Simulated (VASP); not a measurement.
# Se: single point with PBE0

The system is Se.

```
Se
1.0
     4.36620    0.00000    0.00000
    -2.18310    3.78124    0.00000
     0.00000    0.00000    4.95360
Se
3
Direct
  0.77460 0.77460 0.00000
  0.00000 0.22540 0.66667
  0.22540 0.00000 0.33333
```

```
Program             : VASP 6.6.1
Task                : single point
Functional          : PBE0
Potentials or basis : VASP PAW PBE potentials, release 64 (Se)
Cutoff              : 520 eV
k mesh              : 4 × 4 × 3
Occupations         : fermi-dirac, width 0.05 eV
Spin                : no spin polarisation
```

| Property | Result |
| --- | --- |
| Pressure | 0.4 GPa |
| Largest force | 0.224 eV/Å |
| Band gap on the k mesh | 3.14 eV (least direct gap 3.53 eV) |

Forces on the atoms (eV/Å):
```
Se   0.112  0.194  0.000
Se   0.112 -0.194  0.000
Se  -0.224  0.000  0.000
```

Stress tensor (GPa, compression positive):
```
 0.64  0.00  0.00
 0.00  0.64  0.00
 0.00  0.00 -0.13
```

Levels at points of the mesh, in eV from the valence-band top:
| k point | band 7 | band 8 | band 9 | band 10 | band 11 | band 12 |
| --- | --- | --- | --- | --- | --- | --- |
| (0.00, 0.00, 0.00) | -2.03 | -2.03 | -0.25 | 3.84 | 3.84 | 4.13 |
| (0.50, 0.00, 0.00) | -2.84 | -1.61 | -0.84 | 3.82 | 4.26 | 6.20 |

Wall time 17 min on 1 thread of Intel Xeon 8259CL (shared host), peak memory 0.21 GiB.

Caveat: the k points lie up to 0.42 Å⁻¹ apart; the PAW data sets were made with another functional, which shifts forces and pressure a little; an odd mesh through Γ misses points on the zone boundary, where band edges can lie.
